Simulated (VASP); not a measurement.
Cd3In3O2, 8 atoms in the cell. It takes space group P-3m1 (No. 164, trigonal). Conventional cell: a = 3.353 Å, b = 3.353 Å, c = 16.741 Å, α = 90.00°, β = 90.00°, γ = 120.00°. Cd (site symmetry -3m) has 6 O at 2.38 Å within 3.1 Å. Within 3.5 Å of Cd (site symmetry 3m) lie 3 O at 2.40 Å and 3 In at 3.21 Å and 9 Cd at 3.35 to 3.41 Å. Within 4.2 Å of In (site symmetry 3m) lie 3 Cd at 3.21 Å and 9 In at 3.35 to 3.57 Å and 1 O at 3.98 Å. In (site symmetry -3m) has 12 In at 3.35 to 3.57 Å within 4.4 Å. O (site symmetry 3m) has 6 Cd at 2.38 to 2.40 Å within 3.1 Å. 

- Program: VASP 6.6.1
- Task: single point
- Functional: PBE
- Potentials or basis: VASP PAW PBE potentials, release 64 (Cd, In_d, O)
- Cutoff: 520 eV
- k mesh: 5 × 5 × 1
- Occupations: gaussian, width 0.2 eV
- Spin: no spin polarisation
- Dipole correction: no
- Further INCAR settings: ALGO = Normal; EDIFF = 1e-07; NBANDS = 54

Potentials or basis: VASP PAW PBE potentials, release 64 (Cd, In_d, O).

Command:

```sh
$ cat potpaw_PBE.64/Cd/POTCAR potpaw_PBE.64/In_d/POTCAR potpaw_PBE.64/O/POTCAR > POTCAR
$ mpirun -np 1 vasp_std > vasp.out
```

Hardware: 1 thread of Oxide Virtual Turin-like Processor, on a shared host.

Q: How long does it take, and how much memory?

A: Run time: 100 s on 1 thread of Oxide Virtual Turin-like Processor (shared host), peak memory 0.27 GiB. Counts: scf iterations 18, k points 5.
